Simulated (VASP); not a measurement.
A run of VASP 6.6.1 is set up as follows.

File INCAR:

```
PREC = Accurate
ENCUT = 600
EDIFF = 1E-6
ISMEAR = 1
SIGMA = 0.2
LREAL = False
LASPH = True
NELM = 120
ALGO = Normal
ISIF = 2
LWAVE = False
LCHARG = True
GGA = RP
LELF = True
LVHAR = True
NBANDS = 12
GGA_COMPAT = False
```

Contents of KPOINTS:

```
regular mesh
0
Gamma
  14 14 14
```

POSCAR

```
Cu
1.0
   -1.4427900000      1.4427900000      1.3760800000
    1.4427900000     -1.4427900000      1.3760800000
    1.4427900000      1.4427900000     -1.3760800000
Cu
1
Direct
    0.0000000000      0.0000000000      0.0000000000
```

Potentials or basis: VASP PAW PBE potentials, release 64 (Cu).

Launch:

```sh
$ cat potpaw_PBE.64/Cu/POTCAR > POTCAR
$ mpirun -np 1 vasp_std > vasp.out
```

**Question.** Predict the pressure.

**Answer.** 13.1 GPa.

Stress tensor (GPa, compression positive):
```
13.23  0.00  0.00
 0.00 13.23  0.00
 0.00  0.00 12.75
```

Caveat: the PAW data sets were made with another functional, which shifts forces and pressure a little.
